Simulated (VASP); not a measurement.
# SiSe (P-6m2) in VASP: further runs

The runs below take SiSe through single point, with r2SCAN50, HF.

Program: VASP 6.6.1. These are calculated values, not measurements. Logs are shortened: lines on timing, memory, paths and dates and some standing lists are left out, and cuts for length are marked.

## Step 1: The cell of the first run

The structure is hexagonal, space group P-6m2 (No. 187). Conventional cell: a = 3.595 Å, b = 3.595 Å, c = 3.599 Å, α = 90.00°, β = 90.00°, γ = 120.00°. Si (site symmetry -6m2) has 6 Se at 2.75 Å and 8 Si at 3.60 Å within 3.6 Å. Within 3.6 Å of Se (site symmetry -6m2) lie 6 Si at 2.75 Å and 8 Se at 3.60 Å.

## Step 2: Single point, r2SCAN50

POSCAR

```
SiSe
1.0
    3.5952000000      0.0000000000      0.0000000000
   -1.7976000000      3.1135300000      0.0000000000
    0.0000000000      0.0000000000      3.5987300000
Si Se
1 1
Direct
    0.6666700000      0.3333300000      0.5000000000
    0.0000000000      0.0000000000      0.0000000000
```

INCAR.step1

```
PREC = Accurate
ENCUT = 520
EDIFF = 1E-5
ISMEAR = -1
SIGMA = 0.05
LREAL = F
LASPH = T
NELM = 100
ALGO = Normal
ISIF = 2
LWAVE = T
LCHARG = F
GGA = PE
NBANDS = 12
```

INCAR.step2

```
PREC = Accurate
ENCUT = 520
EDIFF = 1E-7
ISMEAR = -1
SIGMA = 0.05
LREAL = F
LASPH = T
NELM = 100
ALGO = Normal
ISIF = 2
LWAVE = F
LCHARG = F
METAGGA = R2SCAN
LHFCALC = T
AEXX = 0.5
LMIXTAU = T
PRECFOCK = Normal
ISTART = 1
NBANDS = 12
```

KPOINTS

```
Automatic mesh
0
Gamma
  5 5 4
```

Potentials or basis: VASP PAW PBE potentials, release 64 (Si, Se).

Run with:

```sh
cat potpaw_PBE.64/Si/POTCAR potpaw_PBE.64/Se/POTCAR > POTCAR
cp INCAR.step1 INCAR
mpirun -np 1 vasp_std > vasp.out
cp INCAR.step2 INCAR
mpirun -np 1 vasp_std > vasp.out
```

OUTCAR:

```text
PREC = Accurate
   ENCUT = 520
   EDIFF = 1E-7
   ISMEAR = -1
   LREAL = F
   LASPH = T
   NELM = 100
   ISIF = 2
   METAGGA = R2SCAN
   LHFCALC = T
   AEXX = 0.5
   PRECFOCK = Normal
   ISTART = 1

 ion  position               nearest neighbor table
   1  0.667  0.333  0.500-   2 2.75   2 2.75   2 2.75   2 2.75   2 2.75   2 2.75
   2  0.000  0.000  0.000-   1 2.75   1 2.75   1 2.75   1 2.75   1 2.75   1 2.75

  LATTYP: Found a hexagonal cell.
 ALAT       =     3.5952000000
 C/A-ratio  =     1.0009818647

  Lattice vectors:

 A1 = (   3.5952000000,   0.0000000000,   0.0000000000)
 A2 = (  -1.7976000000,   3.1135300000,   0.0000000000)
 A3 = (   0.0000000000,   0.0000000000,   3.5987300000)

Analysis of symmetry for initial positions (statically):
=====================================================================
 Subroutine PRICEL returns:
 Original cell was already a primitive cell.

 Routine SETGRP: Setting up the symmetry group for a
 hexagonal supercell.

 Subroutine GETGRP returns: Found  4 space group operations
 (whereof  4 operations were pure point group operations)
 out of a pool of 24 trial point group operations.

The static configuration has the point symmetry C_2v.

Analysis of symmetry for dynamics (positions and initial velocities):
=====================================================================
 Subroutine PRICEL returns:
 Original cell was already a primitive cell.

 Routine SETGRP: Setting up the symmetry group for a
 hexagonal supercell.

 Subroutine GETGRP returns: Found  4 space group operations
 (whereof  4 operations were pure point group operations)
 out of a pool of 24 trial point group operations.

The dynamic configuration has the point symmetry C_2v.

 Subroutine INISYM returns: Found  4 space group operations
 (whereof  4 operations are pure point group operations),
 and found     1 'primitive' translations

----------------------------------------------------------------------------------------

                                     Primitive cell

  volume of cell :      40.2833

  direct lattice vectors                    reciprocal lattice vectors
     3.595200000  0.000000000  0.000000000     0.278148643  0.160589427  0.000000000
    -1.797600000  3.113530000  0.000000000     0.000000000  0.321178855  0.000000000
     0.000000000  0.000000000  3.598730000     0.000000000  0.000000000  0.277875806

  length of vectors
     3.595200000  3.595196075  3.598730000     0.321178504  0.321178855  0.277875806

  position of ions in fractional coordinates (direct lattice)
     0.666670000  0.333330000  0.500000000
     0.000000000  0.000000000  0.000000000

  ion indices of the primitive-cell ions
   primitive index   ion index
                 1           1
                 2           2

----------------------------------------------------------------------------------------

 KPOINTS: Automatic mesh

Automatic generation of k-mesh.
 Grid dimensions read from file:
 generate k-points for:    5    5    4

 Generating k-lattice:

  Cartesian coordinates                     Fractional coordinates (reciprocal lattice)
     0.055629729  0.032117885  0.000000000     0.200000000  0.000000000  0.000000000
     0.000000000  0.064235771  0.000000000     0.000000000  0.200000000  0.000000000
     0.000000000  0.000000000  0.069468952     0.000000000  0.000000000  0.250000000

  Length of vectors
     0.064235701  0.064235771  0.069468952

  Shift w.r.t. Gamma in fractional coordinates (k-lattice)
     0.000000000  0.000000000  0.000000000

 Subroutine IBZKPT returns following result:
 ===========================================

 Found     27 irreducible k-points:

 Following reciprocal coordinates:
            Coordinates               Weight
  0.000000  0.000000  0.000000      1.000000
  0.200000 -0.000000  0.000000      4.000000
 -0.200000  0.200000  0.000000      2.000000
  0.400000 -0.000000  0.000000      4.000000
 -0.400000  0.400000  0.000000      2.000000
  0.200000  0.200000  0.000000      2.000000
[... 16 lines left out ...]
 -0.400000  0.400000  0.500000      2.000000
  0.200000  0.200000  0.500000      2.000000
 [... further k-points ...]
   k-points           NKPTS =     27   k-points in BZ     NKDIM =    100   number of bands    NBANDS=     12
   number of dos      NEDOS =    301   number of ions     NIONS =      2
   total plane-waves  NPLWV =  21952
   dimension x,y,z NGX =    28 NGY =   28 NGZ =   28
   dimension x,y,z NGXF=    56 NGYF=   56 NGZF=   56
   ions per type =               1   1
   NGX,Y,Z   is equivalent  to a cutoff of  12.95, 12.95, 12.93 a.u.
   NGXF,Y,Z  is equivalent  to a cutoff of  25.90, 25.90, 25.87 a.u.
 SYSTEM =  unknown system
   PREC   = accura    normal or accurate (medium, high low for compatibility)
   ISTART =      1    job   : 0-new  1-cont  2-samecut
   ICHARG =      0    charge: 1-file 2-atom 10-const
   ISPIN  =      1    spin polarized calculation?
   LNONCOLLINEAR =      F non collinear calculations
   LSORBIT =      F    spin-orbit coupling
   LASPH  =      T    aspherical Exc in radial PAW
   ENCUT  =  520.0 eV  38.22 Ry    6.18 a.u.   6.68  6.68  6.69*2*pi/ulx,y,z
   NELM   =    100;   NELMIN=  2; NELMDL=  0     # of ELM steps
   EDIFF  = 0.1E-06   stopping-criterion for ELM
   LREAL  =      F    real-space projection
   EDIFFG = 0.1E-05   stopping-criterion for IOM
   NSW    =      0    number of steps for IOM
   IBRION =     -1    ionic relax: 0-MD 1-quasi-New 2-CG
   NFREE  =      0    steps in history (QN), initial steepest desc. (CG)
   ISIF   =      2    stress and relaxation
   ISYM   =      3    0-nonsym 1-usesym 2-fastsym
   POTIM  = 0.5000    time-step for ionic-motion
   TEBEG  =    0.0;   TEEND  =   0.0 temperature during run
   PSTRESS=    0.0 pullay stress
   NELECT =      10.0000    total number of electrons
   NUPDOWN=      -1.0000    fix difference up-down
   EMIN   =  10.00;   EMAX   =-10.00  energy-range for DOS
   EFERMI =   0.00;   METHOD = LEGACY
   ISMEAR =    -1;   SIGMA  =   0.05  broadening in eV -4-tet -1-fermi 0-gaus
   EFERMI_NEDOS =   21; number of points for ismear=-14 and -15
   IALGO  =     38    algorithm
   IMIX   =      1    mixing-type and parameters
     AMIX     =   0.40;   BMIX     =  1.00
     AMIX_MAG =   1.60;   BMIX_MAG =  1.00
  volume/ion in A,a.u.               =      20.14       135.92
  Fermi-wavevector in a.u.,A,eV,Ry     =   1.028884  1.944309 14.403156  1.058602
  Thomas-Fermi vector in A             =   2.162903
   LORBIT       =      0    0 simple, 1 ext, 2 COOP (PROOUT), +10 PAW based schemes
   METAGGA = R2SCAN    functional components
   LHFCALC =     T    Hartree Fock is set to
   PRECFOCK=normal    Normal, Fast or Accurate (Low or Medium for compatibility)
   ENCUT4O =  -1.0   cutoff for four orbital integrals eV
   NKREDX  =     1    reduce k-point grid by
   NKREDY  =     1    reduce k-point grid by
   NKREDZ  =     1    reduce k-point grid by
   AEXX    =    0.5000 exact exchange contribution
   HFSCREEN=    0.0000 screening length (either q_TF or 0.3 A-1)
   HFSCREENC=   0.0000 screening length for correlation (either q_TF or 0.3 A-1)
   ENCUTFOCK=  -1.0 apply spherical cutoff to Coloumb kernel
   IVDW    =     0    specifies the selected vdW correction
   LEPSILON=     F    determine dielectric tensor
   LRPA    =     F    only Hartree local field effects (RPA)
 non-spin polarized calculation
  energy-cutoff  :      520.00
  volume of cell :       40.28
 maximum number of plane-waves:      1097
  NGX = 24; NGY = 24; NGZ = 24

 number of electron      10.0000000 magnetization

 Free energy of the ion-electron system (eV)
  ---------------------------------------------------
  ext. energy  EPLUGINS =         0.00000000
  ---------------------------------------------------
  free energy    TOTEN  =       -21.10447852 eV

  energy without entropy =      -21.10218780  energy(sigma->0) =      -21.10333316

 E-fermi :   6.4548     XC(G=0):  -5.9691

 val. band max:        5.5580312125   @ k =   0.4000   0.2000   0.0000
 cond. band min:       6.5100907806   @ k =  -0.2000   0.2000   0.2500
 fundamental gap:      0.9520595681
 Fermi energy:         6.4547721709

 k-point     1 :       0.0000    0.0000    0.0000
  band No.  band energies     occupation
      1     -13.9734      2.00000
      2      -0.6673      2.00000
      3       0.2581      2.00000
      4       2.4710      2.00000
      5       2.4787      2.00000
      6      10.6272      0.00000
      7      10.6383      0.00000
      8      11.1887      0.00000
      9      15.3863      0.00000
     10      16.1991      0.00000
     11      19.4470      0.00000
     12      19.4521      0.00000

 k-point     2 :       0.2000   -0.0000    0.0000
  band No.  band energies     occupation
      1     -13.4598      2.00000
      2      -2.6910      2.00000
      3       0.8399      2.00000
      4       1.6226      2.00000
      5       2.7055      2.00000
      6       9.2831      0.00000
      7      12.0815      0.00000
      8      12.9967      0.00000
      9      13.4979      0.00000
     10      16.2878      0.00000
     11      19.1427      0.00000
     12      19.1728      0.00000

 k-point     3 :      -0.2000    0.2000    0.0000
  band No.  band energies     occupation
      1     -13.4598      2.00000
      2      -2.6898      2.00000
      3       0.8358      2.00000
      4       1.6280      2.00000
      5       2.6903      2.00000
      6       9.2706      0.00000
      7      12.0876      0.00000
      8      12.9898      0.00000
      9      13.4979      0.00000
     10      16.2835      0.00000
     11      19.1452      0.00000
     12      19.1757      0.00000
[... 286 lines left out ...]
 k-point    23 :      -0.4000    0.4000    0.5000
  band No.  band energies     occupation
      1     -11.1685      2.00000
      2      -4.9874      2.00000
      3      -2.3055      2.00000
      4      -0.6486      2.00000
      5       2.4581      2.00000
      6       8.2114      0.00000
      7      10.2623      0.00000
      8      10.3756      0.00000
      9      18.8263      0.00000
     10      19.3647      0.00000
     11      21.6529      0.00000
     12      22.0870      0.00000

 k-point    24 :       0.2000    0.2000    0.5000
  band No.  band energies     occupation
      1     -11.3666      2.00000
      2      -5.5658      2.00000
      3      -1.3605      2.00000
      4       0.8365      2.00000
      5       1.6233      2.00000
      6       5.2084      2.00000
      7      12.3926      0.00000
      8      13.3373      0.00000
      9      15.8927      0.00000
     10      17.0322      0.00000
     11      20.8605      0.00000
     12      21.0572      0.00000

 [... further k-points ...]

------------------------ aborting loop because EDIFF is reached ----------------------------------------

  FORCE on cell =-STRESS in cart. coord.  units (eV):
  Direction    XX          YY          ZZ          XY          YZ          ZX
  --------------------------------------------------------------------------------------
  -------------------------------------------------------------------------------------
  Total       -1.1412395     -1.1078970     -1.2274905      0.0288726      0.0000000      0.0000000
  in kB      -45.3901889    -44.0640675    -48.8206257      1.1483421      0.0000000      0.0000000
  external PRESSURE =     -46.0916274 kB  Pullay stress =       0.0000000 kB

 VOLUME and BASIS-vectors are now :
 -----------------------------------------------------------------------------
  energy-cutoff  :      520.00
  volume of cell :       40.28
      direct lattice vectors                 reciprocal lattice vectors
     3.595200000  0.000000000  0.000000000     0.278148643  0.160589427  0.000000000
    -1.797600000  3.113530000  0.000000000     0.000000000  0.321178855  0.000000000
     0.000000000  0.000000000  3.598730000     0.000000000  0.000000000  0.277875806

 POSITION                                       TOTAL-FORCE (eV/Angst)
 -----------------------------------------------------------------------------------
      1.79762      1.03783      1.79937         0.004465     -0.002578      0.000000
      0.00000      0.00000      0.00000        -0.004465      0.002578      0.000000
 -----------------------------------------------------------------------------------
    total drift:                                0.000098     -0.000045     -0.000000

  FREE ENERGIE OF THE ION-ELECTRON SYSTEM (eV)
  ---------------------------------------------------
  free  energy   TOTEN  =       -21.1044785249 eV

  energy  without entropy=      -21.1021877953  energy(sigma->0) =      -21.10333316
```

Wall time 48 min (1 thread of Intel Xeon 8259CL, shared host); peak memory 0.18 GiB.

Results:

```yaml
Free_energy: -21.1045 eV
Pressure: -4.6 GPa
Largest_force: 0.005 eV/Å
Band_gap_on_the_k_mesh: zero (bands 5 and 6 overlap by 5.23 eV)
```

Forces in eV/Å, atoms in the order of the input:
```
Si   0.004 -0.003  0.000
Se  -0.004  0.003  0.000
```

Caveat: the k points lie up to 0.44 Å⁻¹ apart, too coarse for converged energies and pressures of a metal; the PAW data sets were made with another functional, which shifts forces and pressure a little.

## Step 3: Single point, HF

POSCAR is that of step 2.

INCAR.step1

```
ALGO = Normal
EDIFF = 1E-5
ENCUT = 520
GGA = PE
ISIF = 2
ISMEAR = -1
LASPH = T
LCHARG = F
LREAL = F
LWAVE = T
NBANDS = 12
NELM = 80
PREC = Accurate
SIGMA = 0.05
```

INCAR.step2

```
AEXX = 1.0
AGGAC = 0.0
ALDAC = 0.0
ALGO = Normal
EDIFF = 1E-6
ENCUT = 520
GGA = PE
ISIF = 2
ISMEAR = -1
ISTART = 1
LASPH = T
LCHARG = F
LHFCALC = T
LREAL = F
LWAVE = F
NBANDS = 12
NELM = 80
PREC = Accurate
PRECFOCK = Normal
SIGMA = 0.05
```

KPOINTS

```
k-points
0
Gamma
  5 5 4
```

Potentials or basis: VASP PAW PBE potentials, release 64 (Si, Se).

Run with:

```sh
cat potpaw_PBE.64/Si/POTCAR potpaw_PBE.64/Se/POTCAR > POTCAR
cp INCAR.step1 INCAR
mpirun -np 1 vasp_std > vasp.out
cp INCAR.step2 INCAR
mpirun -np 1 vasp_std > vasp.out
```

Run time: 34 min. Hardware: 1 thread of Intel Xeon 8259CL, shared host; peak memory 0.18 GiB.

The run converged. Its results:

```
Free energy            : -16.3154 eV
Pressure               : 4.2 GPa
Largest force          : 0.009 eV/Å
Band gap on the k mesh : zero (bands 5 and 6 overlap by 6.97 eV)
```

Forces on the atoms (eV/Å):
```
Si   0.008 -0.005  0.000
Se  -0.008  0.005  0.000
```

Stress tensor (GPa, compression positive):
```
4.32 0.11 0.00
0.11 4.44 0.00
0.00 0.00 3.90
```

Levels at points of the mesh, in eV from the Fermi level:
```tsv
k point	band 1	band 2	band 3	band 4	band 5	band 6	band 7	band 8	band 9	band 10
(0.00, 0.00, 0.00)	-24.68	-9.04	-8.15	-5.88	-5.85	5.89	5.91	6.64	11.44	11.79
(0.00, 0.00, 0.50)	-22.87	-17.52	-4.33	-4.29	3.74	4.60	5.33	5.34	11.23	11.23
```

Caveat: the k points lie up to 0.44 Å⁻¹ apart, too coarse for converged energies and pressures of a metal; the PAW data sets were made with another functional, which shifts forces and pressure a little.

The gap in the log of VASP goes by the Fermi energy; the results here count the filled bands.